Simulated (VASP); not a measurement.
# Zn (Im-3m) in VASP: a series of runs

Aim: see how the results for Zn move with the level of theory and the settings. Levels: LDA, r2SCAN. Tasks: single point.

Everything below comes from runs of VASP 6.6.1. Logs are shortened: lines on timing, memory, paths and dates and some standing lists are left out, and cuts for length are marked.

## (1) The cell of the first run

Symmetry: Im-3m, No. 229, cubic system. The conventional cell has a = 3.200 Å, b = 3.200 Å, c = 3.200 Å, α = 90.00°, β = 90.00°, γ = 90.00°. Within 3.7 Å of Zn (site symmetry m-3m) lie 14 Zn at 2.77 to 3.20 Å.

## (2) Single point, LDA

INCAR

```
ALGO = Normal ; EDIFF = 1E-6
ENCUT = 520 ; GGA = CA
ISIF = 2 ; ISMEAR = -1
LASPH = True ; LCHARG = False
LREAL = False ; LWAVE = False
NBANDS = 12 ; NELM = 100
PREC = Accurate ; SIGMA = 0.05
```

KPOINTS

```
k-points
0
Gamma
  12 12 12
```

POSCAR

```
Zn
1.0
   -1.5998102441      1.5998102441      1.5998102441
    1.5998102441     -1.5998102441      1.5998102441
    1.5998102441      1.5998102441     -1.5998102441
Zn
1
Direct
    0.0000000000      0.0000000000      0.0000000000
```

Potentials or basis: VASP PAW LDA potentials, release 64 (Zn).

Launch:

```
cat potpaw_LDA.64/Zn/POTCAR > POTCAR
mpirun -np 1 vasp_std > vasp.out
```

OUTCAR:

```text
EDIFF = 1E-6
   ENCUT = 520
   GGA = CA
   ISIF = 2
   ISMEAR = -1
   LASPH = True
   LREAL = False
   NELM = 100
   PREC = Accurate

 ion  position               nearest neighbor table
   1  0.000  0.000  0.000-

  LATTYP: Found a body centered cubic cell.
 ALAT       =     3.1996204882

  Lattice vectors:

 A1 = (  -1.5998102441,   1.5998102441,   1.5998102441)
 A2 = (   1.5998102441,  -1.5998102441,   1.5998102441)
 A3 = (   1.5998102441,   1.5998102441,  -1.5998102441)

Analysis of symmetry for initial positions (statically):
=====================================================================
 Subroutine PRICEL returns:
 Original cell was already a primitive cell.

 Routine SETGRP: Setting up the symmetry group for a
 body centered cubic supercell.

 Subroutine GETGRP returns: Found 48 space group operations
 (whereof 48 operations were pure point group operations)
 out of a pool of 48 trial point group operations.

The static configuration has the point symmetry O_h .

Analysis of symmetry for dynamics (positions and initial velocities):
=====================================================================
 Subroutine PRICEL returns:
 Original cell was already a primitive cell.

 Routine SETGRP: Setting up the symmetry group for a
 body centered cubic supercell.

 Subroutine GETGRP returns: Found 48 space group operations
 (whereof 48 operations were pure point group operations)
 out of a pool of 48 trial point group operations.

The dynamic configuration has the point symmetry O_h .

 Subroutine INISYM returns: Found 48 space group operations
 (whereof 48 operations are pure point group operations),
 and found     1 'primitive' translations

----------------------------------------------------------------------------------------

                                     Primitive cell

  volume of cell :      16.3782

  direct lattice vectors                    reciprocal lattice vectors
    -1.599810244  1.599810244  1.599810244     0.000000000  0.312537066  0.312537066
     1.599810244 -1.599810244  1.599810244     0.312537066  0.000000000  0.312537066
     1.599810244  1.599810244 -1.599810244     0.312537066  0.312537066  0.000000000

  length of vectors
     2.770952625  2.770952625  2.770952625     0.441994158  0.441994158  0.441994158

  position of ions in fractional coordinates (direct lattice)
     0.000000000  0.000000000  0.000000000

  ion indices of the primitive-cell ions
   primitive index   ion index
                 1           1

----------------------------------------------------------------------------------------

 KPOINTS: k-points

Automatic generation of k-mesh.
 Grid dimensions read from file:
 generate k-points for:   12   12   12

 Generating k-lattice:

  Cartesian coordinates                     Fractional coordinates (reciprocal lattice)
     0.000000000  0.026044756  0.026044756     0.083333333  0.000000000  0.000000000
     0.026044756  0.000000000  0.026044756     0.000000000  0.083333333  0.000000000
     0.026044756  0.026044756  0.000000000     0.000000000  0.000000000  0.083333333

  Length of vectors
     0.036832846  0.036832846  0.036832846

  Shift w.r.t. Gamma in fractional coordinates (k-lattice)
     0.000000000  0.000000000  0.000000000

 Subroutine IBZKPT returns following result:
 ===========================================

 Found     72 irreducible k-points:

 Following reciprocal coordinates:
            Coordinates               Weight
  0.000000  0.000000  0.000000      1.000000
  0.083333  0.000000  0.000000     12.000000
  0.166667  0.000000  0.000000     12.000000
  0.250000  0.000000  0.000000     12.000000
  0.333333  0.000000  0.000000     12.000000
  0.416667  0.000000  0.000000     12.000000
[... 16 lines left out ...]
  0.333333  0.083333  0.083333     24.000000
  0.416667  0.083333  0.083333     12.000000
 [... further k-points ...]
   k-points           NKPTS =     72   k-points in BZ     NKDIM =     72   number of bands    NBANDS=     12
   number of dos      NEDOS =    301   number of ions     NIONS =      1
   total plane-waves  NPLWV =  13824
   dimension x,y,z NGX =    24 NGY =   24 NGZ =   24
   dimension x,y,z NGXF=    48 NGYF=   48 NGZF=   48
   ions per type =               1
   NGX,Y,Z   is equivalent  to a cutoff of  14.40, 14.40, 14.40 a.u.
   NGXF,Y,Z  is equivalent  to a cutoff of  28.80, 28.80, 28.80 a.u.
 SYSTEM =  unknown system
   PREC   = accura    normal or accurate (medium, high low for compatibility)
   ISTART =      0    job   : 0-new  1-cont  2-samecut
   ICHARG =      2    charge: 1-file 2-atom 10-const
   ISPIN  =      1    spin polarized calculation?
   LNONCOLLINEAR =      F non collinear calculations
   LSORBIT =      F    spin-orbit coupling
   LASPH  =      T    aspherical Exc in radial PAW
   ENCUT  =  520.0 eV  38.22 Ry    6.18 a.u.   5.15  5.15  5.15*2*pi/ulx,y,z
   NELM   =    100;   NELMIN=  2; NELMDL= -5     # of ELM steps
   EDIFF  = 0.1E-05   stopping-criterion for ELM
   LREAL  =      F    real-space projection
   EDIFFG = 0.1E-04   stopping-criterion for IOM
   NSW    =      0    number of steps for IOM
   IBRION =     -1    ionic relax: 0-MD 1-quasi-New 2-CG
   NFREE  =      0    steps in history (QN), initial steepest desc. (CG)
   ISIF   =      2    stress and relaxation
   ISYM   =      2    0-nonsym 1-usesym 2-fastsym
   POTIM  = 0.5000    time-step for ionic-motion
   TEBEG  =    0.0;   TEEND  =   0.0 temperature during run
   PSTRESS=    0.0 pullay stress
   NELECT =      12.0000    total number of electrons
   NUPDOWN=      -1.0000    fix difference up-down
   EMIN   =  10.00;   EMAX   =-10.00  energy-range for DOS
   EFERMI =   0.00;   METHOD = LEGACY
   ISMEAR =    -1;   SIGMA  =   0.05  broadening in eV -4-tet -1-fermi 0-gaus
   EFERMI_NEDOS =   21; number of points for ismear=-14 and -15
   IALGO  =     38    algorithm
   IMIX   =      4    mixing-type and parameters
     AMIX     =   0.40;   BMIX     =  1.00
     AMIX_MAG =   1.60;   BMIX_MAG =  1.00
  volume/ion in A,a.u.               =      16.38       110.53
  Fermi-wavevector in a.u.,A,eV,Ry     =   1.475865  2.788981 29.635923  2.178179
  Thomas-Fermi vector in A             =   2.590462
   LORBIT       =      0    0 simple, 1 ext, 2 COOP (PROOUT), +10 PAW based schemes
   GGA     = CA    functional components
   LHFCALC =     F    Hartree Fock is set to
   AEXX    =    0.0000 exact exchange contribution
   IVDW    =     0    specifies the selected vdW correction
   LEPSILON=     F    determine dielectric tensor
   LRPA    =     F    only Hartree local field effects (RPA)
 non-spin polarized calculation
  energy-cutoff  :      520.00
  volume of cell :       16.38
 maximum number of plane-waves:       466
 NGX is ok and might be reduce to    24
   NGX = 11   NGY = 11   NGZ = 11

 number of electron      12.0000011 magnetization

 Free energy of the ion-electron system (eV)
  ---------------------------------------------------
  ext. energy  EPLUGINS =         0.00000000
  ---------------------------------------------------
  free energy    TOTEN  =        -1.67103768 eV

  energy without entropy =       -1.66818151  energy(sigma->0) =       -1.66960959

 E-fermi :   2.3723     XC(G=0): -11.5112

 val. band max:        2.3295984358   @ k =   0.3333   0.1667   0.1667
 cond. band min:       2.3917213334   @ k =   0.5000   0.5000   0.2500
 fundamental gap:      0.0621228975
 Fermi energy:         2.3723083238

 k-point     1 :       0.0000    0.0000    0.0000
  band No.  band energies     occupation
      1      -7.4396      2.00000
      2      -5.2344      2.00000
      3      -5.2344      2.00000
      4      -5.2344      2.00000
      5      -4.7809      2.00000
      6      -4.7809      2.00000
      7      20.2381      0.00000
      8      20.2381      0.00000
      9      20.2381      0.00000
     10      22.7811      0.00000
     11      22.7811      0.00000
     12      22.7811      0.00000

 k-point     2 :       0.0833    0.0000    0.0000
  band No.  band energies     occupation
      1      -7.2303      2.00000
      2      -5.2522      2.00000
      3      -5.2290      2.00000
      4      -5.1881      2.00000
      5      -4.7974      2.00000
      6      -4.7798      2.00000
      7      17.8739      0.00000
      8      19.0039      0.00000
      9      19.5390      0.00000
     10      21.2032      0.00000
     11      21.3459      0.00000
     12      22.3993      0.00000

 k-point     3 :       0.1667    0.0000    0.0000
  band No.  band energies     occupation
      1      -6.6332      2.00000
      2      -5.3009      2.00000
      3      -5.1946      2.00000
      4      -5.0592      2.00000
      5      -4.8289      2.00000
      6      -4.7765      2.00000
      7      13.9269      0.00000
      8      17.1202      0.00000
      9      18.0500      0.00000
     10      19.8574      0.00000
     11      20.2027      0.00000
     12      22.8340      0.00000
[... 286 lines left out ...]
 k-point    23 :       0.3333    0.0833    0.0833
  band No.  band energies     occupation
      1      -5.6377      2.00000
      2      -5.4771      2.00000
      3      -4.7999      2.00000
      4      -4.7560      2.00000
      5      -4.7447      2.00000
      6      -1.2405      2.00000
      7       3.8992      0.00000
      8      10.7387      0.00000
      9      11.6038      0.00000
     10      21.4812      0.00000
     11      21.9535      0.00000
     12      27.8328      0.00000

 k-point    24 :       0.4167    0.0833    0.0833
  band No.  band energies     occupation
      1      -5.6629      2.00000
      2      -5.4922      2.00000
      3      -4.7919      2.00000
      4      -4.7528      2.00000
      5      -4.6795      2.00000
      6       0.6837      2.00000
      7       1.5647      2.00000
      8      10.4991      0.00000
      9      11.4013      0.00000
     10      21.3029      0.00000
     11      21.8280      0.00000
     12      29.3644      0.00000

 [... further k-points ...]
[... 5 lines left out ...]
  --------------------------------------------------------------------------------------
  -------------------------------------------------------------------------------------
  Total       -1.0254914     -1.0254914     -1.0254914     -0.0000000     -0.0000000     -0.0000000
  in kB     -100.3176105   -100.3176105   -100.3176105     -0.0000000     -0.0000000     -0.0000000
  external PRESSURE =    -100.3176105 kB  Pullay stress =       0.0000000 kB

 VOLUME and BASIS-vectors are now :
 -----------------------------------------------------------------------------
  energy-cutoff  :      520.00
  volume of cell :       16.38
      direct lattice vectors                 reciprocal lattice vectors
    -1.599810244  1.599810244  1.599810244     0.000000000  0.312537066  0.312537066
     1.599810244 -1.599810244  1.599810244     0.312537066  0.000000000  0.312537066
     1.599810244  1.599810244 -1.599810244     0.312537066  0.312537066  0.000000000

 POSITION                                       TOTAL-FORCE (eV/Angst)
 -----------------------------------------------------------------------------------
      0.00000      0.00000      0.00000        -0.000000      0.000000      0.000000
 -----------------------------------------------------------------------------------
    total drift:                               -0.000000      0.000000     -0.000000

  FREE ENERGIE OF THE ION-ELECTRON SYSTEM (eV)
  ---------------------------------------------------
  free  energy   TOTEN  =        -1.6710376762 eV

  energy  without entropy=       -1.6681815101  energy(sigma->0) =       -1.66960959
```

Wall time 12 s (1 thread of AMD EPYC 7R43 (Zen 3), shared host); peak memory 0.1 GiB.

What came out:

- Free energy: -1.6710 eV
- Pressure: -10.0 GPa
- Band gap on the k mesh: zero (band 6 reaches 6.47 eV, above the bottom of band 7 at 1.29 eV)

(Part 1 of 2 ends here.)
